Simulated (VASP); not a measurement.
Input of a VASP 6.6.1 run:

Contents of INCAR:

```
ALGO = Normal
EDIFF = 1E-6
ENCUT = 600
GGA = CA
GGA_COMPAT = False
ISIF = 2
ISMEAR = -1
ISPIN = 2
LASPH = True
LCHARG = True
LELF = True
LMAXMIX = 4
LORBIT = 11
LREAL = False
LVHAR = True
LWAVE = False
MAGMOM = 0
NBANDS = 16
NELM = 200
NUPDOWN = 0.0
PREC = Accurate
SIGMA = 0.05
```

Contents of KPOINTS:

```
k-points
0
Gamma
  14 14 14
```

Contents of POSCAR:

```
Cu
1.0
   -1.4427933200      1.4427933200      1.3760814500
    1.4427933200     -1.4427933200      1.3760814500
    1.4427933200      1.4427933200     -1.3760814500
Cu
1
Direct
    0.0000000000      0.0000000000      0.0000000000
```

Potentials or basis: VASP PAW LDA potentials, release 64 (Cu).

Launch:

```bash
$ cat potpaw_LDA.64/Cu/POTCAR > POTCAR
$ mpirun -np 1 vasp_std > vasp.out
```

Problem. What does it give for the pressure?

Solution. -6.9 GPa.

Stress tensor (GPa, compression positive):
```
-6.71  0.00  0.00
 0.00 -6.71  0.00
 0.00  0.00 -7.42
```

Caveat: the cell stands under tension; the total moment is fixed, so each spin has its own Fermi level.
